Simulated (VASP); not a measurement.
# C: single point with r2SCAN

Crystal: C.

```xyz
2
Lattice="0.0000 1.7857 1.7857 1.7857 0.0000 1.7857 1.7857 1.7857 0.0000" Properties=species:S:1:pos:R:3 pbc="T T T"
C     0.0000    0.0000    0.0000
C     0.8929    0.8929    0.8929
```

```json
{
  "Program": "VASP 6.6.1",
  "Task": "single point",
  "Functional": "r2SCAN",
  "Potentials or basis": "VASP PAW PBE potentials, release 64 (C)",
  "Cutoff": "660 eV",
  "k mesh": "12 × 12 × 12",
  "Occupations": "gaussian, width 0.02 eV",
  "Spin": "no spin polarisation"
}
```

```yaml
Pressure: -4.1 GPa
Band_gap_on_the_k_mesh: 4.33 eV (least direct gap 5.83 eV)
```

Levels at points of the mesh, in eV from the valence-band top:
```tsv
k point	band 1	band 2	band 3	band 4	band 5	band 6	band 7	band 8	band 9
(0.00, 0.00, 0.00)	-22.64	0.00	0.00	0.00	5.82	5.82	5.82	13.72	20.34
(0.50, 0.00, 0.00)	-16.72	-14.00	-2.97	-2.97	8.86	8.86	9.07	16.66	23.14
(0.50, 0.50, 0.00)	-13.56	-13.56	-6.63	-6.63	4.99	4.99	17.81	17.81	24.53
```

It took 34 s on 1 thread of Intel(R) Xeon(R) Platinum 8259CL CPU @ 2.50GHz (Skylake/Cascade Lake), on a shared host, peak memory 0.13 GiB.

Caveat: the cell stands under tension; the PAW data sets were made with another functional, which shifts forces and pressure a little. A k mesh can miss the band edges.
